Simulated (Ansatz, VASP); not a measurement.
PbF2: VASP beside Ansatz

File INCAR:

```
SYSTEM = PbF2
PREC     = Accurate       ! precision mode
ENCUT    = 520            ! plane-wave cutoff, eV
EDIFF    = 1E-6           ! SCF threshold, eV
ISMEAR   = 0              ! smearing method
SIGMA    = 0.05           ! smearing width, eV
LREAL    = .False.        ! projectors in reciprocal space
LASPH    = .True.         ! aspherical terms in the spheres
NELM     = 100            ! most SCF steps
ALGO     = Normal         ! electronic algorithm
ISIF     = 2              ! what is computed and relaxed
LWAVE    = .False.        ! write WAVECAR
LCHARG   = .False.        ! write CHGCAR
GGA      = PE             ! functional
IVDW     = 12             ! dispersion correction
NBANDS   = 21             ! bands
```

File KPOINTS:

```
Automatic mesh
0
Gamma
  8 8 8
  0 0 0
```

Contents of POSCAR:

```
PbF2
1.0
    0.0000000000      3.0143977500      3.0143977500
    3.0143977500      0.0000000000      3.0143977500
    3.0143977500      3.0143977500      0.0000000000
Pb F
1 2
Direct
    0.0000000000      0.0000000000      0.0000000000
    0.2500000000      0.2500000000      0.2500000000
    0.7500000000      0.7500000000      0.7500000000
```

Input for Ansatz:

```yaml
crystal:
  lattice:
    - [0.0, 3.01439775, 3.01439775]
    - [3.01439775, 0.0, 3.01439775]
    - [3.01439775, 3.01439775, 0.0]
  atoms:
    - { symbol: Pb, position: [0.0, 0.0, 0.0] }
    - { symbol: F, position: [0.25, 0.25, 0.25] }
    - { symbol: F, position: [0.75, 0.75, 0.75] }
basis:
  ecutwfc: 420
kpoints:
  mp_grid: { grid: [8, 8, 8] }
hamiltonian:
  xc: pbe
  dispersion: d3bj
scf:
  occupations: { method: gaussian, width: 0.05 }
output:
  forces: true
  stress: true
  eigenvalues: true
```

Change from the starting cell: strain +0.015 along x and y, +0.015 along z, atoms carried along.

Alike in both runs: task single point; functional PBE; dispersion D3(BJ); k mesh 8 × 8 × 8; occupations gaussian, width 0.05 eV; no spin polarisation.

|  | VASP | Ansatz |
| --- | --- | --- |
| version | VASP 6.6.1 | Ansatz 0.2.0 |
| potentials or method | VASP PAW PBE potentials, release 64 (Pb_d, F), cutoff 520 eV | scalar-relativistic, plane waves, PAW |
| valence electrons in the cell | 28 | 28 |

Ansatz gave:

| Property | Result |
| --- | --- |
| gap on the k mesh at the Fermi level (eV) | 4.42 |
| least direct gap on the mesh (eV) | 4.56 |
| pressure (GPa) | -2.1 |

Problem. Which values does VASP return?

Solution. gap on the k mesh at the Fermi level (eV): 4.42; least direct gap on the mesh (eV): 4.56; pressure (GPa): -2.3.

Spin-orbit coupling is off throughout.
